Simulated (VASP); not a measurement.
The system is SnGe5.

```
CELL_PARAMETERS angstrom
3.08440 0.00000 0.00000
-1.54220 2.67116 0.00000
0.00000 0.00000 15.11039
ATOMIC_POSITIONS crystal
Sn 0.00000 0.00000 0.00000
Ge 0.66667 0.33333 0.66667
Ge 0.00000 0.00000 0.50000
Ge 0.33333 0.66667 0.33333
Ge 0.66667 0.33333 0.16667
Ge 0.33333 0.66667 0.83333
```

```yaml
Program: VASP 6.6.1
Task: relaxation of cell and atoms
Functional: PBE
Potentials_or_basis: VASP PAW PBE potentials, release 64 (Sn_d, Ge_d)
Cutoff: 600 eV
k_mesh: 6 × 6 × 1
Occupations: gaussian, width 0.1 eV
Spin: no spin polarisation
```

At the start: pressure 2.6 GPa; volume 20.75 Å³/atom.

Question: How do energy, volume and symmetry change on relaxing?

Answer: Over 23 steps the energy falls by 97.1 meV/atom and the volume is 21.13 Å³/atom (+1.9 %); space group P-3m1 (No. 164, to 0.1 Å) before and after.

The path:
| step | energy change (eV) | largest force (eV/Å) | pressure (GPa) | volume (Å³) |
| --- | --- | --- | --- | --- |
| 1 | 0.0000 | 0.7026 | 2.56 | 124.49 |
| 2 | -0.0933 | 0.6161 | -0.50 | 130.57 |
| 3 | -0.0973 | 0.5966 | -1.51 | 132.55 |
| 4 | -0.1802 | 0.5857 | -1.66 | 132.47 |
| 5 | -0.3393 | 0.2561 | -1.24 | 131.99 |
| 6 | -0.3580 | 0.2395 | -1.02 | 131.76 |
| 7 | -0.3585 | 0.3135 | -0.88 | 131.66 |
| 8 | -0.3822 | 0.3089 | 0.79 | 127.10 |
| 9 | -0.3824 | 0.3076 | 0.81 | 126.66 |
| 10 | -0.4060 | 0.2731 | 0.93 | 125.98 |
| 11 | -0.5019 | 0.1685 | 1.45 | 123.88 |
| 12 | -0.4526 | 0.2209 | 4.38 | 119.54 |
| 13 | -0.5383 | 0.1055 | 2.49 | 122.28 |
| 14 | -0.5607 | 0.0653 | 1.89 | 123.17 |
| 15 | -0.5670 | 0.0495 | 1.54 | 123.94 |
| 16 | -0.5762 | 0.0456 | 1.05 | 124.93 |
| 17 | -0.5819 | 0.0487 | -0.09 | 126.86 |
| 18 | -0.5821 | 0.0517 | -0.09 | 126.60 |
| 19 | -0.5802 | 0.0491 | 0.63 | 125.67 |
| 20 | -0.5820 | 0.0470 | 0.21 | 126.43 |
| 21 | -0.5820 | 0.0484 | 0.13 | 126.52 |
| 22 | -0.5823 | 0.0429 | 0.11 | 126.61 |
| 23 | -0.5825 | 0.0341 | -0.05 | 126.80 |

Final structure:
```
Sn Ge
1.0
     3.33153    0.00000    0.00000
    -1.66577    2.88519    0.00000
     0.00000    0.00000   13.19213
Sn Ge
1 5
Direct
  0.00000 0.00000 0.00000
  0.66667 0.33333 0.65861
  0.00000 0.00000 0.50000
  0.33333 0.66667 0.34139
  0.66667 0.33333 0.18804
  0.33333 0.66667 0.81196
```

Caveat: the k points lie up to 0.48 Å⁻¹ apart in the final cell, too coarse for converged energies and pressures of a metal.
